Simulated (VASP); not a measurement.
Here is a VASP 6.6.1 calculation.

File POSCAR:

```
ZrB
1.0
    0.0000000000      2.5031528298      2.5031528298
    2.5031528298      0.0000000000      2.5031528298
    2.5031528298      2.5031528298      0.0000000000
Zr B
1 1
Direct
    0.0000000000      0.0000000000      0.0000000000
    0.5000000000      0.5000000000      0.5000000000
```

INCAR.step1

```
SYSTEM = ZrB
  ALGO = Normal
  EDIFF = 1E-5
  ENCUT = 520
  GGA = PE
  ISIF = 2
  ISMEAR = -1
  LASPH = .TRUE.
  LCHARG = .FALSE.
  LREAL = .FALSE.
  LWAVE = .TRUE.
  NBANDS = 14
  NELM = 100
  PREC = Accurate
  SIGMA = 0.05
```

INCAR.step2

```
SYSTEM = ZrB
  AEXX = 1.0
  AGGAC = 0.0
  ALDAC = 0.0
  ALGO = Normal
  EDIFF = 1E-6
  ENCUT = 520
  GGA = PE
  ISIF = 2
  ISMEAR = -1
  ISTART = 1
  LASPH = .TRUE.
  LCHARG = .FALSE.
  LHFCALC = .TRUE.
  LREAL = .FALSE.
  LWAVE = .FALSE.
  NBANDS = 14
  NELM = 100
  PREC = Accurate
  PRECFOCK = Normal
  SIGMA = 0.05
```

File KPOINTS:

```
k-points
0
G
  5 5 5
  0 0 0
```

Potentials or basis: VASP PAW PBE potentials, release 64 (Zr_sv, B).

Launch:

```sh
$ cat potpaw_PBE.64/Zr_sv/POTCAR potpaw_PBE.64/B/POTCAR > POTCAR
$ cp INCAR.step1 INCAR
$ mpirun -np 1 vasp_std > vasp.out
$ cp INCAR.step2 INCAR
$ mpirun -np 1 vasp_std > vasp.out
```

Task: Estimate the band gap on the k mesh.

Result: Zero (an odd number of electrons rules out a gap without spin polarisation).

Task: What does it give for the pressure?

Result: -0.3 GPa.

Caveat: the k points lie up to 0.43 Å⁻¹ apart, too coarse for converged energies and pressures of a metal; the PAW data sets were made with another functional, which shifts forces and pressure a little.
